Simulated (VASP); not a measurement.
# Pd3Pt (Fm-3m) in VASP: notebook

Runs on Pd3Pt. Level: PBE. Tasks: single point, relaxation of cell and atoms.

Everything below comes from runs of VASP 6.6.1. Logs are shortened: lines on timing, memory, paths and dates and some standing lists are left out, and cuts for length are marked.

### Step 1. The cell of the first run

The structure is cubic, space group Fm-3m (No. 225). The conventional cell has a = 6.136 Å, b = 6.136 Å, c = 6.136 Å, α = 90.00°, β = 90.00°, γ = 90.00°. Pd (site symmetry -43m) has 10 Pd at 2.66 to 3.07 Å and 4 Pt at 2.66 Å within 3.5 Å. Pd (site symmetry m-3m) has 8 Pd at 2.66 Å and 6 Pt at 3.07 Å within 3.5 Å. Within 3.5 Å of Pt (site symmetry m-3m) lie 14 Pd at 2.66 to 3.07 Å.

The cell was built from a structure type or drawn by symmetry, and may not be a known phase.

### Step 2. Single point, PBE

The input, INCAR:

```
SYSTEM = Pd3Pt
ALGO = Normal ; EDIFF = 1E-6
ENCUT = 520 ; GGA = PE
ISIF = 2 ; ISMEAR = 0
LASPH = .True. ; LCHARG = .False.
LREAL = .False. ; LWAVE = .False.
NBANDS = 28 ; NELM = 100
PREC = Accurate ; SIGMA = 0.1
```

The input, KPOINTS:

```
k-points
0
Gamma
  6 6 6
  0 0 0
```

The input, POSCAR:

```
Pd3Pt
1.0
    0.0000000000      3.0678863500      3.0678863500
    3.0678863500      0.0000000000      3.0678863500
    3.0678863500      3.0678863500      0.0000000000
Pd Pt
3 1
Direct
    0.2500000000      0.2500000000      0.2500000000
    0.7500000000      0.7500000000      0.7500000000
    0.5000000000      0.5000000000      0.5000000000
    0.0000000000      0.0000000000      0.0000000000
```

Potentials or basis: VASP PAW PBE potentials, release 64 (Pd, Pt).

Run with:

```sh
$ cat potpaw_PBE.64/Pd/POTCAR potpaw_PBE.64/Pt/POTCAR > POTCAR
$ mpirun -np 1 vasp_std > vasp.out
```

OUTCAR:

```text
SYSTEM = Pd3Pt
   EDIFF = 1E-6
   ENCUT = 520
   GGA = PE
   ISIF = 2
   ISMEAR = 0
   LASPH = .True.
   LREAL = .False.
   NELM = 100
   PREC = Accurate

 ion  position               nearest neighbor table
   1  0.250  0.250  0.250-   4 2.66   4 2.66   4 2.66   3 2.66   4 2.66   3 2.66   3 2.66   3 2.66
                             2 3.07   2 3.07   2 3.07   2 3.07   2 3.07   2 3.07
   2  0.750  0.750  0.750-   3 2.66   3 2.66   3 2.66   3 2.66   4 2.66   4 2.66   4 2.66   4 2.66
                             1 3.07   1 3.07   1 3.07   1 3.07   1 3.07   1 3.07
   3  0.500  0.500  0.500-   1 2.66   1 2.66   1 2.66   1 2.66   2 2.66   2 2.66   2 2.66   2 2.66
                             4 3.07   4 3.07   4 3.07   4 3.07   4 3.07   4 3.07
   4  0.000  0.000  0.000-   2 2.66   2 2.66   2 2.66   1 2.66   2 2.66   1 2.66   1 2.66   1 2.66
                             3 3.07   3 3.07   3 3.07   3 3.07   3 3.07   3 3.07

  LATTYP: Found a face centered cubic cell.
 ALAT       =     6.1357727000

  Lattice vectors:

 A1 = (   0.0000000000,   3.0678863500,   3.0678863500)
 A2 = (   3.0678863500,   0.0000000000,   3.0678863500)
 A3 = (   3.0678863500,   3.0678863500,   0.0000000000)

Analysis of symmetry for initial positions (statically):
=====================================================================
 Subroutine PRICEL returns:
 Original cell was already a primitive cell.

 Routine SETGRP: Setting up the symmetry group for a
 face centered cubic supercell.

 Subroutine GETGRP returns: Found 48 space group operations
 (whereof 48 operations were pure point group operations)
 out of a pool of 48 trial point group operations.

The static configuration has the point symmetry O_h .

Analysis of symmetry for dynamics (positions and initial velocities):
=====================================================================
 Subroutine PRICEL returns:
 Original cell was already a primitive cell.

 Routine SETGRP: Setting up the symmetry group for a
 face centered cubic supercell.

 Subroutine GETGRP returns: Found 48 space group operations
 (whereof 48 operations were pure point group operations)
 out of a pool of 48 trial point group operations.

The dynamic configuration has the point symmetry O_h .

 Subroutine INISYM returns: Found 48 space group operations
 (whereof 48 operations are pure point group operations),
 and found     1 'primitive' translations

----------------------------------------------------------------------------------------

                                     Primitive cell

  volume of cell :      57.7494

  direct lattice vectors                    reciprocal lattice vectors
     0.000000000  3.067886350  3.067886350    -0.162978658  0.162978658  0.162978658
     3.067886350  0.000000000  3.067886350     0.162978658 -0.162978658  0.162978658
     3.067886350  3.067886350  0.000000000     0.162978658  0.162978658 -0.162978658

  length of vectors
     4.338646484  4.338646484  4.338646484     0.282287316  0.282287316  0.282287316

  position of ions in fractional coordinates (direct lattice)
     0.250000000  0.250000000  0.250000000
     0.750000000  0.750000000  0.750000000
     0.500000000  0.500000000  0.500000000
     0.000000000  0.000000000  0.000000000

  ion indices of the primitive-cell ions
   primitive index   ion index
                 1           1
                 2           2
                 3           3
                 4           4

----------------------------------------------------------------------------------------

 KPOINTS: k-points

Automatic generation of k-mesh.
 Grid dimensions read from file:
 generate k-points for:    6    6    6

 Generating k-lattice:

  Cartesian coordinates                     Fractional coordinates (reciprocal lattice)
    -0.027163110  0.027163110  0.027163110     0.166666667  0.000000000  0.000000000
     0.027163110 -0.027163110  0.027163110     0.000000000  0.166666667  0.000000000
     0.027163110  0.027163110 -0.027163110     0.000000000  0.000000000  0.166666667

  Length of vectors
     0.047047886  0.047047886  0.047047886

  Shift w.r.t. Gamma in fractional coordinates (k-lattice)
     0.000000000  0.000000000  0.000000000

 Subroutine IBZKPT returns following result:
 ===========================================

 Found     16 irreducible k-points:

 Following reciprocal coordinates:
            Coordinates               Weight
  0.000000  0.000000  0.000000      1.000000
  0.166667  0.000000  0.000000      8.000000
  0.333333  0.000000  0.000000      8.000000
  0.500000  0.000000  0.000000      4.000000
  0.166667  0.166667  0.000000      6.000000
  0.333333  0.166667  0.000000     24.000000
[... 8 lines left out ...]
 -0.333333  0.333333  0.166667     24.000000
 -0.333333  0.500000  0.166667     12.000000
   k-points           NKPTS =     16   k-points in BZ     NKDIM =     16   number of bands    NBANDS=     28
   number of dos      NEDOS =    301   number of ions     NIONS =      4
   total plane-waves  NPLWV =  32768
   dimension x,y,z NGX =    32 NGY =   32 NGZ =   32
   dimension x,y,z NGXF=    64 NGYF=   64 NGZF=   64
   ions per type =               3   1
   NGX,Y,Z   is equivalent  to a cutoff of  12.26, 12.26, 12.26 a.u.
   NGXF,Y,Z  is equivalent  to a cutoff of  24.52, 24.52, 24.52 a.u.
 SYSTEM =  Pd3Pt
   PREC   = accura    normal or accurate (medium, high low for compatibility)
   ISTART =      0    job   : 0-new  1-cont  2-samecut
   ICHARG =      2    charge: 1-file 2-atom 10-const
   ISPIN  =      1    spin polarized calculation?
   LNONCOLLINEAR =      F non collinear calculations
   LSORBIT =      F    spin-orbit coupling
   LASPH  =      T    aspherical Exc in radial PAW
   ENCUT  =  520.0 eV  38.22 Ry    6.18 a.u.   8.07  8.07  8.07*2*pi/ulx,y,z
   NELM   =    100;   NELMIN=  2; NELMDL= -5     # of ELM steps
   EDIFF  = 0.1E-05   stopping-criterion for ELM
   LREAL  =      F    real-space projection
   EDIFFG = 0.1E-04   stopping-criterion for IOM
   NSW    =      0    number of steps for IOM
   IBRION =     -1    ionic relax: 0-MD 1-quasi-New 2-CG
   NFREE  =      0    steps in history (QN), initial steepest desc. (CG)
   ISIF   =      2    stress and relaxation
   ISYM   =      2    0-nonsym 1-usesym 2-fastsym
   POTIM  = 0.5000    time-step for ionic-motion
   TEBEG  =    0.0;   TEEND  =   0.0 temperature during run
   PSTRESS=    0.0 pullay stress
   NELECT =      40.0000    total number of electrons
   NUPDOWN=      -1.0000    fix difference up-down
   EMIN   =  10.00;   EMAX   =-10.00  energy-range for DOS
   EFERMI =   0.00;   METHOD = LEGACY
   ISMEAR =     0;   SIGMA  =   0.10  broadening in eV -4-tet -1-fermi 0-gaus
   EFERMI_NEDOS =   21; number of points for ismear=-14 and -15
   IALGO  =     38    algorithm
   IMIX   =      4    mixing-type and parameters
     AMIX     =   0.40;   BMIX     =  1.00
     AMIX_MAG =   1.60;   BMIX_MAG =  1.00
  volume/ion in A,a.u.               =      14.44        97.43
  Fermi-wavevector in a.u.,A,eV,Ry     =   1.448479  2.737229 28.546270  2.098092
  Thomas-Fermi vector in A             =   2.566315
   LORBIT       =      0    0 simple, 1 ext, 2 COOP (PROOUT), +10 PAW based schemes
   GGA     = PE    functional components
   LHFCALC =     F    Hartree Fock is set to
   AEXX    =    0.0000 exact exchange contribution
   IVDW    =     0    specifies the selected vdW correction
   LEPSILON=     F    determine dielectric tensor
   LRPA    =     F    only Hartree local field effects (RPA)
 non-spin polarized calculation
 Gauss-broadening in eV      SIGMA  =   0.10
  energy-cutoff  :      520.00
  volume of cell :       57.75
 maximum number of plane-waves:      1588
   NGX = 17   NGY = 17   NGZ = 17

 number of electron      40.0000013 magnetization

 Free energy of the ion-electron system (eV)
  ---------------------------------------------------
  ext. energy  EPLUGINS =         0.00000000
  ---------------------------------------------------
  free energy    TOTEN  =       -21.40073693 eV

  energy without entropy =      -21.37494962  energy(sigma->0) =      -21.38784327

 E-fermi :  10.6344     XC(G=0): -13.4279

 val. band max:       10.6106805073   @ k =   0.3333   0.1667   0.0000
 cond. band min:      10.6413627997   @ k =   0.5000   0.0000   0.0000
 fundamental gap:      0.0306822924
 Fermi energy:        10.6343678789

 k-point     1 :       0.0000    0.0000    0.0000
  band No.  band energies     occupation
      1       2.4180      2.00000
      2       4.7473      2.00000
      3       4.7473      2.00000
      4       6.5120      2.00000
      5       6.5120      2.00000
      6       6.5120      2.00000
[... 20 lines left out ...]
     27      19.9203      0.00000
     28      19.9203      0.00000

 k-point     2 :       0.1667    0.0000    0.0000
  band No.  band energies     occupation
      1       2.8264      2.00000
      2       4.9841      2.00000
      3       4.9841      2.00000
      4       5.8593      2.00000
      5       6.2534      2.00000
      6       6.2534      2.00000
[... 20 lines left out ...]
     27      19.5528      0.00000
     28      19.5528      0.00000

 k-point     3 :       0.3333    0.0000    0.0000
  band No.  band energies     occupation
      1       3.9002      2.00000
      2       5.6202      2.00000
      3       5.6202      2.00000
      4       5.6917      2.00000
      5       6.1844      2.00000
      6       6.1844      2.00000
[... 20 lines left out ...]
     27      19.3787      0.00000
     28      19.4077      0.00000

 k-point     4 :       0.5000    0.0000    0.0000
  band No.  band energies     occupation
      1       4.9539      2.00000
      2       5.7827      2.00000
      3       6.2782      2.00000
      4       6.2953      2.00000
      5       6.2953      2.00000
      6       6.3379      2.00000
[... 330 lines left out ...]
     27      20.9781      0.00000
     28      24.1536      0.00000

 k-point    15 :      -0.3333    0.3333    0.1667
  band No.  band energies     occupation
      1       4.8325      2.00000
      2       5.2304      2.00000
      3       5.4696      2.00000
      4       5.5205      2.00000
      5       6.3406      2.00000
      6       6.5335      2.00000
[... 20 lines left out ...]
     27      22.9793      0.00000
     28      23.3679      0.00000

 k-point    16 :      -0.3333    0.5000    0.1667
  band No.  band energies     occupation
      1       4.7111      2.00000
      2       4.9712      2.00000
      3       5.4420      2.00000
      4       5.6890      2.00000
      5       6.2271      2.00000
      6       6.2778      2.00000
[... 20 lines left out ...]
     27      23.3291      0.00000
     28      23.8727      0.00000

------------------------ aborting loop because EDIFF is reached ----------------------------------------

  FORCE on cell =-STRESS in cart. coord.  units (eV):
  Direction    XX          YY          ZZ          XY          YZ          ZX
  --------------------------------------------------------------------------------------
  -------------------------------------------------------------------------------------
  Total        5.5993918      5.5993918      5.5993918     -0.0000000     -0.0000000     -0.0000000
  in kB      155.3472763    155.3472763    155.3472763     -0.0000000     -0.0000000     -0.0000000
  external PRESSURE =     155.3472763 kB  Pullay stress =       0.0000000 kB

 VOLUME and BASIS-vectors are now :
 -----------------------------------------------------------------------------
  energy-cutoff  :      520.00
  volume of cell :       57.75
      direct lattice vectors                 reciprocal lattice vectors
     0.000000000  3.067886350  3.067886350    -0.162978658  0.162978658  0.162978658
     3.067886350  0.000000000  3.067886350     0.162978658 -0.162978658  0.162978658
     3.067886350  3.067886350  0.000000000     0.162978658  0.162978658 -0.162978658

 POSITION                                       TOTAL-FORCE (eV/Angst)
 -----------------------------------------------------------------------------------
      1.53394      1.53394      1.53394         0.000000      0.000000      0.000000
      4.60183      4.60183      4.60183        -0.000000      0.000000     -0.000000
      3.06789      3.06789      3.06789        -0.000000     -0.000000      0.000000
      0.00000      0.00000      0.00000        -0.000000     -0.000000      0.000000
 -----------------------------------------------------------------------------------
    total drift:                                0.000000     -0.000000      0.000000

  FREE ENERGIE OF THE ION-ELECTRON SYSTEM (eV)
  ---------------------------------------------------
  free  energy   TOTEN  =       -21.4007369313 eV

  energy  without entropy=      -21.3749496152  energy(sigma->0) =      -21.38784327
```

It took 26 s on 1 thread of Intel Xeon 8259CL, shared host; peak memory 0.18 GiB.

Results:

- Free energy: -21.4007 eV
- Pressure: 15.5 GPa
- Band gap on the k mesh: zero (bands 20 and 21 overlap by 1.04 eV)

Caveat: the cell stands under pressure; spin-orbit coupling is left out, which moves the levels of the heavy elements.

### Step 3. Single point, PBE

This run uses another cell than the first one, of 15.52 Å³/atom.

The input, INCAR:

```
PREC = Accurate
ENCUT = 520
EDIFF = 1E-6
ISMEAR = 0
SIGMA = 0.1
LREAL = False
LASPH = True
NELM = 80
ALGO = Fast
ISIF = 2
LWAVE = False
LCHARG = False
GGA = PE
NBANDS = 28
```

The input, KPOINTS:

```
regular mesh
0
Gamma
  6 6 6
```

The input, POSCAR:

```
Pd3Pt
1.0
    0.0000000000      3.1426405008      3.1426405008
    3.1426405008      0.0000000000      3.1426405008
    3.1426405008      3.1426405008      0.0000000000
Pd Pt
3 1
Direct
    0.2500000000      0.2500000000      0.2500000000
    0.7500000000      0.7500000000      0.7500000000
    0.5000000000      0.5000000000      0.5000000000
    0.0000000000      0.0000000000      0.0000000000
```

Potentials or basis: VASP PAW PBE potentials, release 64 (Pd, Pt).

Run with:

```sh
$ cat potpaw_PBE.64/Pd/POTCAR potpaw_PBE.64/Pt/POTCAR > POTCAR
$ mpirun -np 1 vasp_std > vasp.out
```

Wall time 49 s (1 thread of Intel Xeon 8259CL, shared host); peak memory 0.21 GiB.

Results (log left out):

| Property | Result |
| --- | --- |
| Free energy | -21.5914 eV |
| Pressure | -0.4 GPa |
| Band gap on the k mesh | zero (bands 20 and 21 overlap by 0.95 eV) |

Levels at points of the mesh, in eV from the Fermi level:
```tsv
k point	band 17	band 18	band 19	band 20	band 21	band 22	band 23	band 24
(0.00, 0.00, 0.00)	-0.49	-0.49	0.21	0.21	0.21	6.89	8.17	8.67
(0.50, 0.00, 0.00)	-0.73	-0.73	-0.50	-0.50	0.03	0.23	7.43	7.43
(0.50, 0.50, 0.00)	-0.89	-0.58	0.43	0.49	0.61	0.61	1.13	1.13
```

Caveat: spin-orbit coupling is left out, which moves the levels of the heavy elements.

[end of part 1 of 2]
